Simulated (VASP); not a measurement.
Here is a VASP 6.6.1 calculation.

INCAR

```
PREC     = Accurate       # precision mode
ENCUT    = 600            # plane-wave cutoff, eV
EDIFF    = 1E-6           # SCF threshold, eV
ISMEAR   = 0              # smearing method
SIGMA    = 0.1            # smearing width, eV
LREAL    = F              # projectors in reciprocal space
LASPH    = T              # aspherical terms in the spheres
NELM     = 80             # most SCF steps
ALGO     = Normal         # electronic algorithm
ISIF     = 3              # what is computed and relaxed
LWAVE    = F              # write WAVECAR
LCHARG   = F              # write CHGCAR
GGA      = PE             # functional
IBRION   = 2              # ionic algorithm
NSW      = 100            # ionic steps
EDIFFG   = -0.01          # ionic threshold
```

File KPOINTS:

```
Automatic mesh
0
Gamma
  12 12 4
```

File POSCAR:

```
ScBSbP3
1.0
    3.9812129423      0.0000000000      0.0000000000
   -1.9906064712      3.4478315459      0.0000000000
    0.0000000000      0.0000000000      9.4894066926
Sc B Sb P
1 1 1 3
Direct
    0.3333333333      0.6666666667      0.1684181462
    0.0000000000      0.0000000000      0.4871365521
    0.6666666667      0.3333333333      0.9564229617
    0.0000000000      0.0000000000      0.2983007851
    0.0000000000      0.0000000000      0.6734105709
    0.3333333333      0.6666666667      0.7921215841
```

Potentials or basis: VASP PAW PBE potentials, release 64 (Sc_sv, B, Sb, P).

The run is started by

```bash
$ cat potpaw_PBE.64/Sc_sv/POTCAR potpaw_PBE.64/B/POTCAR potpaw_PBE.64/Sb/POTCAR potpaw_PBE.64/P/POTCAR > POTCAR
$ mpirun -np 1 vasp_std > vasp.out
```

Q: What does it give for the band gap on the k mesh?

A: Zero (bands 17 and 18 overlap by 0.19 eV).

Q: Estimate the relaxed cell.

A: a = 3.984 Å, b = 3.984 Å, c = 9.469 Å, α = 90.00°, β = 90.00°, γ = 120.00°.

Final structure:
```
Sc B Sb P
1.0
     3.98389    0.00000    0.00000
    -1.99195    3.45015    0.00000
     0.00000    0.00000    9.46946
Sc B Sb P
1 1 1 3
Direct
  0.33333 0.66667 0.16811
  0.00000 0.00000 0.48786
  0.66667 0.33333 0.95641
  0.00000 0.00000 0.29900
  0.00000 0.00000 0.67462
  0.33333 0.66667 0.78981
```

Caveat: spin-orbit coupling is left out, which moves the levels of the heavy elements.
